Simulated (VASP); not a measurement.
Wanted: the native input for a VASP 6.6.1 run.

| Quantity | Value |
| --- | --- |
| Task | single point |
| Functional | PBE |
| Potentials or basis | VASP PAW PBE potentials, release 64 (P) |
| Cutoff | 520 eV |
| k mesh | 19 × 19 × 18 |
| Occupations | fermi-dirac, width 0.08 eV |
| Spin | no spin polarisation |
| Dipole correction | no |
| Further INCAR settings | ALGO = Normal; EDIFF = 1e-06; NBANDS = 8 |

The structure of P lies in POSCAR:

```
P
1.0
    2.2196798323      0.0000000000      0.0000000000
   -1.1098399161      1.9222991230      0.0000000000
    0.0000000000      0.0000000000      2.0962756679
P
1
Direct
    0.0000000000      0.0000000000      0.0000000000
```

These files were run (other wordings do the same):

INCAR

```
SYSTEM = P
ALGO     = Normal         ! electronic algorithm
EDIFF    = 1E-6           ! SCF threshold, eV
ENCUT    = 520            ! plane-wave cutoff, eV
GGA      = PE             ! functional
ISIF     = 2              ! what is computed and relaxed
ISMEAR   = -1             ! smearing method
LASPH    = .True.         ! aspherical terms in the spheres
LCHARG   = .True.         ! write CHGCAR
LELF     = .True.         ! ELF
LREAL    = .False.        ! projectors in reciprocal space
LVHAR    = .True.       
LWAVE    = .False.        ! write WAVECAR
NBANDS   = 8              ! bands
NELM     = 60             ! most SCF steps
PREC     = Accurate       ! precision mode
SIGMA    = 0.08           ! smearing width, eV
```

KPOINTS

```
k-points
0
Gamma
  19 19 18
  0 0 0
```

Potentials or basis: VASP PAW PBE potentials, release 64 (P).

Run with:

```console
$ cat potpaw_PBE.64/P/POTCAR > POTCAR
$ mpirun -np 1 vasp_std > vasp.out
```

Results of the run:

* Pressure: 118.2 GPa

Wall time 12 s on 1 thread of AMD EPYC 9R14 (Zen 4) (shared host), peak memory 0.1 GiB.
